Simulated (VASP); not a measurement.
# Gd (Im-3m) in VASP: further runs

Runs on Gd. Level: PBE. Tasks: single point.

Program: VASP 6.6.1. These are calculated values, not measurements. Logs are shortened: lines on timing, memory, paths and dates and some standing lists are left out, and cuts for length are marked.

## Step 1: The cell of the first run

The structure is cubic, space group Im-3m (No. 229). The conventional cell has a = 4.046 Å, b = 4.046 Å, c = 4.046 Å, α = 90.00°, β = 90.00°, γ = 90.00°. Gd (site symmetry m-3m) has 14 Gd at 3.50 to 4.05 Å within 4.6 Å.

This isn't the form of Gd at room conditions, which is hcp.

## Step 2: Single point, PBE, collinear spin, ferromagnetic start (33.13 Å³/atom)

Input file INCAR:

```
SYSTEM = Gd
ALGO = Normal
EDIFF = 1E-6
ENCUT = 520
GGA = PE
ISIF = 2
ISMEAR = 0
ISPIN = 2
LASPH = .TRUE.
LCHARG = .FALSE.
LMAXMIX = 6
LORBIT = 11
LREAL = .FALSE.
LWAVE = .FALSE.
MAGMOM = 8.08
NBANDS = 19
NELM = 150
PREC = Accurate
SIGMA = 0.05
```

Input file KPOINTS:

```
k-points
0
G
  14 14 14
  0 0 0
```

Input file POSCAR:

```
Gd
1.0
   -2.0232459258      2.0232459258      2.0232459258
    2.0232459258     -2.0232459258      2.0232459258
    2.0232459258      2.0232459258     -2.0232459258
Gd
1
Direct
    0.0000000000      0.0000000000      0.0000000000
```

Potentials or basis: VASP PAW PBE potentials, release 64 (Gd).

The run is started by

```
> cat potpaw_PBE.64/Gd/POTCAR > POTCAR
> mpirun -np 1 vasp_std > vasp.out
```

OUTCAR:

```text
SYSTEM = Gd
   EDIFF = 1E-6
   ENCUT = 520
   GGA = PE
   ISIF = 2
   ISMEAR = 0
   ISPIN = 2
   LASPH = .TRUE.
   LORBIT = 11
   LREAL = .FALSE.
   NELM = 150
   PREC = Accurate

 ion  position               nearest neighbor table
   1  0.000  0.000  0.000-

  LATTYP: Found a body centered cubic cell.
 ALAT       =     4.0464918516

  Lattice vectors:

 A1 = (  -2.0232459258,   2.0232459258,   2.0232459258)
 A2 = (   2.0232459258,  -2.0232459258,   2.0232459258)
 A3 = (   2.0232459258,   2.0232459258,  -2.0232459258)

Analysis of symmetry for initial positions (statically):
=====================================================================
 Subroutine PRICEL returns:
 Original cell was already a primitive cell.

 Routine SETGRP: Setting up the symmetry group for a
 body centered cubic supercell.

 Subroutine GETGRP returns: Found 48 space group operations
 (whereof 48 operations were pure point group operations)
 out of a pool of 48 trial point group operations.

The static configuration has the point symmetry O_h .

Analysis of symmetry for dynamics (positions and initial velocities):
=====================================================================
 Subroutine PRICEL returns:
 Original cell was already a primitive cell.

 Routine SETGRP: Setting up the symmetry group for a
 body centered cubic supercell.

 Subroutine GETGRP returns: Found 48 space group operations
 (whereof 48 operations were pure point group operations)
 out of a pool of 48 trial point group operations.

The dynamic configuration has the point symmetry O_h .

Analysis of structural, dynamic, and magnetic symmetry:
=====================================================================
 Subroutine PRICEL returns:
 Original cell was already a primitive cell.

 Routine SETGRP: Setting up the symmetry group for a
 body centered cubic supercell.

 Subroutine GETGRP returns: Found 48 space group operations
 (whereof 48 operations were pure point group operations)
 out of a pool of 48 trial point group operations.

The overall configuration has the point symmetry O_h .

 Subroutine INISYM returns: Found 48 space group operations
 (whereof 48 operations are pure point group operations),
 and found     1 'primitive' translations

----------------------------------------------------------------------------------------

                                     Primitive cell

  volume of cell :      33.1288

  direct lattice vectors                    reciprocal lattice vectors
    -2.023245926  2.023245926  2.023245926     0.000000000  0.247127645  0.247127645
[... 96 lines left out ...]
   NUPDOWN=      -1.0000    fix difference up-down
   EMIN   =  10.00;   EMAX   =-10.00  energy-range for DOS
   EFERMI =   0.00;   METHOD = LEGACY
   ISMEAR =     0;   SIGMA  =   0.05  broadening in eV -4-tet -1-fermi 0-gaus
   EFERMI_NEDOS =   21; number of points for ismear=-14 and -15
   IALGO  =     38    algorithm
   IMIX   =      4    mixing-type and parameters
     AMIX     =   0.40;   BMIX     =  1.00
     AMIX_MAG =   1.60;   BMIX_MAG =  1.00
  volume/ion in A,a.u.               =      33.13       223.56
  Fermi-wavevector in a.u.,A,eV,Ry     =   1.335868  2.524425 24.280199  1.784544
  Thomas-Fermi vector in A             =   2.464539
   LORBIT       =     11    0 simple, 1 ext, 2 COOP (PROOUT), +10 PAW based schemes
   GGA     = PE    functional components
   LHFCALC =     F    Hartree Fock is set to
   AEXX    =    0.0000 exact exchange contribution
   IVDW    =     0    specifies the selected vdW correction
   LEPSILON=     F    determine dielectric tensor
   LRPA    =     F    only Hartree local field effects (RPA)
 spin polarized calculation
 Gauss-broadening in eV      SIGMA  =   0.05
  energy-cutoff  :      520.00
  volume of cell :       33.13
 maximum number of plane-waves:       935
 NGX is ok and might be reduce to    28
   NGX = 13   NGY = 13   NGZ = 13

 number of electron      18.0000008 magnetization       7.6421587

 Free energy of the ion-electron system (eV)
  ---------------------------------------------------
  ext. energy  EPLUGINS =         0.00000000
  ---------------------------------------------------
  free energy    TOTEN  =       -11.61316449 eV

  energy without entropy =      -11.61069126  energy(sigma->0) =      -11.61192787

 E-fermi :   2.9759     XC(G=0):  -9.9700

 val. band max:        2.9651074527   @ k =   0.2857   0.2143   0.1429
 cond. band min:       2.9831530156   @ k =  -0.2857   0.2857   0.2143
 fundamental gap:      0.0180455629
 Fermi energy:         2.9758566747

 spin component 1

 k-point     1 :       0.0000    0.0000    0.0000
  band No.  band energies     occupation
      1     -42.3581      1.00000
      2     -19.3753      1.00000
      3     -19.3753      1.00000
      4     -19.3753      1.00000
      5      -2.1081      1.00000
      6      -1.9938      1.00000
[... 517 lines left out ...]
     18      10.9831      0.00000
     19      12.0853      0.00000

 [... further k-points ...]

 spin component 2

 k-point     1 :       0.0000    0.0000    0.0000
  band No.  band energies     occupation
      1     -39.1065      1.00000
      2     -16.9635      1.00000
      3     -16.9635      1.00000
      4     -16.9635      1.00000
      5      -1.2168      1.00000
      6       3.3129      0.00000
[... 517 lines left out ...]
     18      12.3973      0.00000
     19      13.4437      0.00000

 [... further k-points ...]
[... 5 lines left out ...]
  --------------------------------------------------------------------------------------
  -------------------------------------------------------------------------------------
  Total        0.0080406      0.0080406      0.0080406     -0.0000000     -0.0000000     -0.0000000
  in kB        0.3888593      0.3888593      0.3888593     -0.0000000     -0.0000000     -0.0000000
  external PRESSURE =       0.3888593 kB  Pullay stress =       0.0000000 kB

 VOLUME and BASIS-vectors are now :
 -----------------------------------------------------------------------------
  energy-cutoff  :      520.00
  volume of cell :       33.13
      direct lattice vectors                 reciprocal lattice vectors
    -2.023245926  2.023245926  2.023245926     0.000000000  0.247127645  0.247127645
     2.023245926 -2.023245926  2.023245926     0.247127645  0.000000000  0.247127645
     2.023245926  2.023245926 -2.023245926     0.247127645  0.247127645  0.000000000

 POSITION                                       TOTAL-FORCE (eV/Angst)
 -----------------------------------------------------------------------------------
      0.00000      0.00000      0.00000        -0.000000      0.000000      0.000000
 -----------------------------------------------------------------------------------
    total drift:                                0.000000     -0.000000     -0.000000

  FREE ENERGIE OF THE ION-ELECTRON SYSTEM (eV)
  ---------------------------------------------------
  free  energy   TOTEN  =       -11.6131644907 eV

  energy  without entropy=      -11.6106912567  energy(sigma->0) =      -11.61192787

 total charge

# of ion       s       p       d       f       tot
--------------------------------------------------
    1        2.072   5.561   0.589   6.976  15.198

 magnetization (x)

# of ion       s       p       d       f       tot
--------------------------------------------------
    1        0.002  -0.058   0.242   6.826   7.012
```

OSZICAR:

```text
N       E                     dE             d eps       ncg     rms          rms(c)
DAV:   1     0.101448130933E+03    0.10145E+03   -0.65725E+03 10038   0.492E+03
[... 16 lines left out ...]
DAV:  18    -0.116133468912E+02    0.41695E-04   -0.29135E-05 15362   0.693E-02    0.954E-01
DAV:  19    -0.116139055490E+02   -0.55866E-03   -0.74010E-04  9984   0.625E-01    0.129E+00
DAV:  20    -0.116133821118E+02    0.52344E-03   -0.67965E-04  9758   0.617E-01    0.771E-01
DAV:  21    -0.116131933533E+02    0.18876E-03   -0.31822E-04 10378   0.388E-01    0.376E-01
DAV:  22    -0.116131657714E+02    0.27582E-04   -0.11660E-04 14935   0.191E-01    0.268E-01
DAV:  23    -0.116131648095E+02    0.96191E-06   -0.13534E-05 14345   0.491E-02    0.157E-01
DAV:  24    -0.116131644907E+02    0.31880E-06   -0.61670E-06 10682   0.549E-02
   1 F= -.11613164E+02 E0= -.11611928E+02  d E =-.247323E-02  mag=     7.6422
```

stdout:

```text
POSCAR found type information on POSCAR Gd
 POSCAR found :  1 types and       1 ions
 scaLAPACK will be used
 LDA part: xc-table for (Slater+PW92), standard interpolation
 POSCAR, INCAR and KPOINTS ok, starting setup
 FFT: planning ... GRIDC
 FFT: planning ... GRID_SOFT
 FFT: planning ... GRID
 WAVECAR not read
 entering main loop
```

Run time: 2 min. Hardware: 1 thread of Intel Xeon 6975P-C (Granite Rapids), shared host; peak memory 0.27 GiB.

Results:

```yaml
Free_energy: -11.6132 eV
Pressure: 0.0 GPa
Net_moment: 7.64 μB per cell
Site_moments: Gd +7.01 μB
Valence_electrons_inside_the_program's_atomic_spheres: Gd 15.20
```

Caveat: spin-orbit coupling is left out, which moves the levels of the heavy elements; semilocal functionals describe open f shells poorly, which spoils levels, moments and volumes.

## Step 3: Single point, PBE, collinear spin, ferromagnetic start

Input file INCAR:

```
ALGO = Normal
EDIFF = 1E-6
ENCUT = 520
GGA = PE
ISIF = 2
ISMEAR = 0
ISPIN = 2
LASPH = True
LCHARG = False
LMAXMIX = 6
LORBIT = 11
LREAL = False
LWAVE = False
MAGMOM = 0.5
NBANDS = 19
NELM = 150
PREC = Accurate
SIGMA = 0.05
```

Input file KPOINTS:

```
k-points
0
Gamma
  14 14 14
```

POSCAR is that of step 2.

Potentials or basis: VASP PAW PBE potentials, release 64 (Gd).

The run is started by

```
> cat potpaw_PBE.64/Gd/POTCAR > POTCAR
> mpirun -np 1 vasp_std > vasp.out
```

OUTCAR:

```text
EDIFF = 1E-6
   ENCUT = 520
   GGA = PE
   ISIF = 2
   ISMEAR = 0
   ISPIN = 2
   LASPH = True
   LORBIT = 11
   LREAL = False
   NELM = 150
   PREC = Accurate

 ion  position               nearest neighbor table
   1  0.000  0.000  0.000-

  LATTYP: Found a body centered cubic cell.
 ALAT       =     4.0464918516

  Lattice vectors:

 A1 = (  -2.0232459258,   2.0232459258,   2.0232459258)
 A2 = (   2.0232459258,  -2.0232459258,   2.0232459258)
 A3 = (   2.0232459258,   2.0232459258,  -2.0232459258)

Analysis of symmetry for initial positions (statically):
=====================================================================
 Subroutine PRICEL returns:
 Original cell was already a primitive cell.

 Routine SETGRP: Setting up the symmetry group for a
 body centered cubic supercell.

 Subroutine GETGRP returns: Found 48 space group operations
 (whereof 48 operations were pure point group operations)
 out of a pool of 48 trial point group operations.

The static configuration has the point symmetry O_h .

Analysis of symmetry for dynamics (positions and initial velocities):
=====================================================================
 Subroutine PRICEL returns:
 Original cell was already a primitive cell.

 Routine SETGRP: Setting up the symmetry group for a
 body centered cubic supercell.

 Subroutine GETGRP returns: Found 48 space group operations
 (whereof 48 operations were pure point group operations)
 out of a pool of 48 trial point group operations.

The dynamic configuration has the point symmetry O_h .

Analysis of structural, dynamic, and magnetic symmetry:
=====================================================================
 Subroutine PRICEL returns:
 Original cell was already a primitive cell.

 Routine SETGRP: Setting up the symmetry group for a
 body centered cubic supercell.

 Subroutine GETGRP returns: Found 48 space group operations
 (whereof 48 operations were pure point group operations)
 out of a pool of 48 trial point group operations.

The overall configuration has the point symmetry O_h .

 Subroutine INISYM returns: Found 48 space group operations
 (whereof 48 operations are pure point group operations),
 and found     1 'primitive' translations

----------------------------------------------------------------------------------------

                                     Primitive cell

  volume of cell :      33.1288

  direct lattice vectors                    reciprocal lattice vectors
    -2.023245926  2.023245926  2.023245926     0.000000000  0.247127645  0.247127645
     2.023245926 -2.023245926  2.023245926     0.247127645  0.000000000  0.247127645
     2.023245926  2.023245926 -2.023245926     0.247127645  0.247127645  0.000000000

  length of vectors
     3.504364740  3.504364740  3.504364740     0.349491267  0.349491267  0.349491267

  position of ions in fractional coordinates (direct lattice)
     0.000000000  0.000000000  0.000000000

  ion indices of the primitive-cell ions
   primitive index   ion index
                 1           1

----------------------------------------------------------------------------------------

 KPOINTS: k-points

Automatic generation of k-mesh.
 Grid dimensions read from file:
 generate k-points for:   14   14   14

 Generating k-lattice:
[... 45 lines left out ...]
   number of dos      NEDOS =    301   number of ions     NIONS =      1
   total plane-waves  NPLWV =  21952
   dimension x,y,z NGX =    28 NGY =   28 NGZ =   28
   dimension x,y,z NGXF=    56 NGYF=   56 NGZF=   56
   ions per type =               1
   NGX,Y,Z   is equivalent  to a cutoff of  13.28, 13.28, 13.28 a.u.
   NGXF,Y,Z  is equivalent  to a cutoff of  26.57, 26.57, 26.57 a.u.
 SYSTEM =  unknown system
   PREC   = accura    normal or accurate (medium, high low for compatibility)
   ISTART =      0    job   : 0-new  1-cont  2-samecut
   ICHARG =      2    charge: 1-file 2-atom 10-const
   ISPIN  =      2    spin polarized calculation?
   LNONCOLLINEAR =      F non collinear calculations
   LSORBIT =      F    spin-orbit coupling
   LASPH  =      T    aspherical Exc in radial PAW
   ENCUT  =  520.0 eV  38.22 Ry    6.18 a.u.   6.52  6.52  6.52*2*pi/ulx,y,z
   NELM   =    150;   NELMIN=  2; NELMDL= -5     # of ELM steps
   EDIFF  = 0.1E-05   stopping-criterion for ELM
   LREAL  =      F    real-space projection
   EDIFFG = 0.1E-04   stopping-criterion for IOM
   NSW    =      0    number of steps for IOM
   IBRION =     -1    ionic relax: 0-MD 1-quasi-New 2-CG
   NFREE  =      0    steps in history (QN), initial steepest desc. (CG)
   ISIF   =      2    stress and relaxation
   ISYM   =      2    0-nonsym 1-usesym 2-fastsym
   POTIM  = 0.5000    time-step for ionic-motion
   TEBEG  =    0.0;   TEEND  =   0.0 temperature during run
   PSTRESS=    0.0 pullay stress
   NELECT =      18.0000    total number of electrons
   NUPDOWN=      -1.0000    fix difference up-down
   EMIN   =  10.00;   EMAX   =-10.00  energy-range for DOS
   EFERMI =   0.00;   METHOD = LEGACY
   ISMEAR =     0;   SIGMA  =   0.05  broadening in eV -4-tet -1-fermi 0-gaus
   EFERMI_NEDOS =   21; number of points for ismear=-14 and -15
   IALGO  =     38    algorithm
   IMIX   =      4    mixing-type and parameters
     AMIX     =   0.40;   BMIX     =  1.00
     AMIX_MAG =   1.60;   BMIX_MAG =  1.00
  volume/ion in A,a.u.               =      33.13       223.56
  Fermi-wavevector in a.u.,A,eV,Ry     =   1.335868  2.524425 24.280199  1.784544
  Thomas-Fermi vector in A             =   2.464539
   LORBIT       =     11    0 simple, 1 ext, 2 COOP (PROOUT), +10 PAW based schemes
   GGA     = PE    functional components
   LHFCALC =     F    Hartree Fock is set to
   AEXX    =    0.0000 exact exchange contribution
   IVDW    =     0    specifies the selected vdW correction
   LEPSILON=     F    determine dielectric tensor
   LRPA    =     F    only Hartree local field effects (RPA)
 spin polarized calculation
 Gauss-broadening in eV      SIGMA  =   0.05
  energy-cutoff  :      520.00
  volume of cell :       33.13
 maximum number of plane-waves:       935
 NGX is ok and might be reduce to    28
   NGX = 13   NGY = 13   NGZ = 13

 number of electron      18.0000008 magnetization       7.6439507

 Free energy of the ion-electron system (eV)
  ---------------------------------------------------
  ext. energy  EPLUGINS =         0.00000000
  ---------------------------------------------------
  free energy    TOTEN  =       -11.61316833 eV

  energy without entropy =      -11.61068927  energy(sigma->0) =      -11.61192880

 E-fermi :   2.9749     XC(G=0):  -9.9702

 val. band max:        2.9642836962   @ k =   0.2857   0.2143   0.1429
 cond. band min:       2.9811487948   @ k =  -0.2857   0.2857   0.2143
 fundamental gap:      0.0168650985
 Fermi energy:         2.9749185160

 spin component 1

 k-point     1 :       0.0000    0.0000    0.0000
  band No.  band energies     occupation
      1     -42.3609      1.00000
      2     -19.3776      1.00000
      3     -19.3776      1.00000
      4     -19.3776      1.00000
      5      -2.1084      1.00000
      6      -1.9990      1.00000
[... 517 lines left out ...]
     18      10.9818      0.00000
     19      12.0842      0.00000

 [... further k-points ...]

 spin component 2

 k-point     1 :       0.0000    0.0000    0.0000
  band No.  band energies     occupation
      1     -39.1087      1.00000
      2     -16.9652      1.00000
      3     -16.9652      1.00000
      4     -16.9652      1.00000
      5      -1.2168      1.00000
      6       3.3096      0.00000
[... 517 lines left out ...]
     18      12.3965      0.00000
     19      13.4430      0.00000

 [... further k-points ...]
[... 5 lines left out ...]
  --------------------------------------------------------------------------------------
  -------------------------------------------------------------------------------------
  Total        0.0558159      0.0558159      0.0558159      0.0000000     -0.0000000      0.0000000
  in kB        2.6993703      2.6993703      2.6993703      0.0000000     -0.0000000      0.0000000
  external PRESSURE =       2.6993703 kB  Pullay stress =       0.0000000 kB

 VOLUME and BASIS-vectors are now :
 -----------------------------------------------------------------------------
  energy-cutoff  :      520.00
  volume of cell :       33.13
      direct lattice vectors                 reciprocal lattice vectors
    -2.023245926  2.023245926  2.023245926     0.000000000  0.247127645  0.247127645
     2.023245926 -2.023245926  2.023245926     0.247127645  0.000000000  0.247127645
     2.023245926  2.023245926 -2.023245926     0.247127645  0.247127645  0.000000000

 POSITION                                       TOTAL-FORCE (eV/Angst)
 -----------------------------------------------------------------------------------
      0.00000      0.00000      0.00000         0.000000     -0.000000      0.000000
 -----------------------------------------------------------------------------------
    total drift:                               -0.000000     -0.000000     -0.000000

  FREE ENERGIE OF THE ION-ELECTRON SYSTEM (eV)
  ---------------------------------------------------
  free  energy   TOTEN  =       -11.6131683295 eV

  energy  without entropy=      -11.6106892699  energy(sigma->0) =      -11.61192880

 total charge

# of ion       s       p       d       f       tot
--------------------------------------------------
    1        2.072   5.561   0.589   6.977  15.198

 magnetization (x)

# of ion       s       p       d       f       tot
--------------------------------------------------
    1        0.002  -0.058   0.242   6.826   7.012
```

stdout:

```text
POSCAR found type information on POSCAR Gd
 POSCAR found :  1 types and       1 ions
 scaLAPACK will be used
 LDA part: xc-table for (Slater+PW92), standard interpolation
 POSCAR, INCAR and KPOINTS ok, starting setup
 FFT: planning ... GRIDC
 FFT: planning ... GRID_SOFT
 FFT: planning ... GRID
 WAVECAR not read
 entering main loop
```

Run time: 2.3 min. Hardware: 1 thread of Intel Xeon 6975P-C (Granite Rapids), shared host; peak memory 0.26 GiB.

Results:

```
Free energy                                           : -11.6132 eV
Pressure                                              : 0.3 GPa
Net moment                                            : 7.64 μB per cell
Site moments                                          : Gd +7.01 μB
Valence electrons inside the program's atomic spheres : Gd 15.20
```

Caveat: spin-orbit coupling is left out, which moves the levels of the heavy elements; semilocal functionals describe open f shells poorly, which spoils levels, moments and volumes.
